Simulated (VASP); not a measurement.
Write the native input for VASP 6.6.1 that does the following.

- Task: single point
- Functional: r2SCAN
- Dispersion: rVV10
- Potentials or basis: VASP PAW PBE potentials, release 64 (Zn, Cd, Te)
- Cutoff: 550 eV
- k mesh: 6 × 6 × 8
- Occupations: fermi-dirac, width 0.03 eV
- Spin: no spin polarisation
- Dipole correction: no
- Further INCAR settings: ALGO = Normal; EDIFF = 1e-06; NBANDS = 36

Crystal: ZnCd2Te3.

```
Zn Cd Te
1.0
     2.73817   -8.35706    0.00000
     2.73817    8.35706    0.00000
     0.00000    0.00000    4.07376
Zn Cd Te
1 2 3
Direct
  0.00000 0.00000 0.00000
  0.50000 0.00000 0.50000
  0.00000 0.50000 0.50000
  0.64234 0.35766 0.00000
  0.35766 0.64234 0.00000
  0.50000 0.50000 0.50000
```

These files were run (other wordings do the same):

POSCAR

```
ZnCd2Te3
1.0
    2.7381725464     -8.3570576699      0.0000000000
    2.7381725464      8.3570576699      0.0000000000
    0.0000000000      0.0000000000      4.0737630491
Zn Cd Te
1 2 3
Direct
    0.0000000000      0.0000000000      0.0000000000
    0.5000000000      0.0000000000      0.5000000000
    0.0000000000      0.5000000000      0.5000000000
    0.6423390211      0.3576609789      0.0000000000
    0.3576609789      0.6423390211      0.0000000000
    0.5000000000      0.5000000000      0.5000000000
```

INCAR.step1

```
SYSTEM = ZnCd2Te3
  PREC = Accurate
  ENCUT = 550
  ISMEAR = -1
  SIGMA = 0.03
  LREAL = .FALSE.
  LASPH = .TRUE.
  NELM = 120
  NBANDS = 36
  GGA = PE
  ALGO = Normal
  EDIFF = 1E-5
  LWAVE = .TRUE.
  LCHARG = .FALSE.
  GGA_COMPAT = .FALSE.
```

INCAR.step2

```
SYSTEM = ZnCd2Te3
  PREC = Accurate
  ENCUT = 550
  EDIFF = 1E-6
  ISMEAR = -1
  SIGMA = 0.03
  LREAL = .FALSE.
  LASPH = .TRUE.
  NELM = 120
  ALGO = Normal
  ISIF = 2
  LWAVE = .FALSE.
  LCHARG = .TRUE.
  METAGGA = R2SCAN
  LMIXTAU = .TRUE.
  LUSE_VDW = .TRUE.
  IVDW_NL = 2
  BPARAM = 11.95
  CPARAM = 0.0093
  LELF = .TRUE.
  LVHAR = .TRUE.
  NBANDS = 36
  ISTART = 1
  GGA_COMPAT = .FALSE.
```

KPOINTS

```
regular mesh
0
G
  6 6 8
  0 0 0
```

Potentials or basis: VASP PAW PBE potentials, release 64 (Zn, Cd, Te).

Command:

```sh
$ cat potpaw_PBE.64/Zn/POTCAR potpaw_PBE.64/Cd/POTCAR potpaw_PBE.64/Te/POTCAR > POTCAR
$ cp INCAR.step1 INCAR
$ mpirun -np 1 vasp_std > vasp.out
$ cp INCAR.step2 INCAR
$ mpirun -np 1 vasp_std > vasp.out
```

It gave:

* Pressure: 0.3 GPa
* Largest force: 0.007 eV/Å
* Band gap on the k mesh: zero (bands 27 and 28 overlap by 1.36 eV)

Caveat: the PAW data sets were made with another functional, which shifts forces and pressure a little; spin-orbit coupling is left out, which moves the levels of the heavy elements.

Run time: 29 min on 1 thread of Intel(R) Xeon(R) 6975P-C (Granite Rapids) (shared host), peak memory 1.3 GiB.
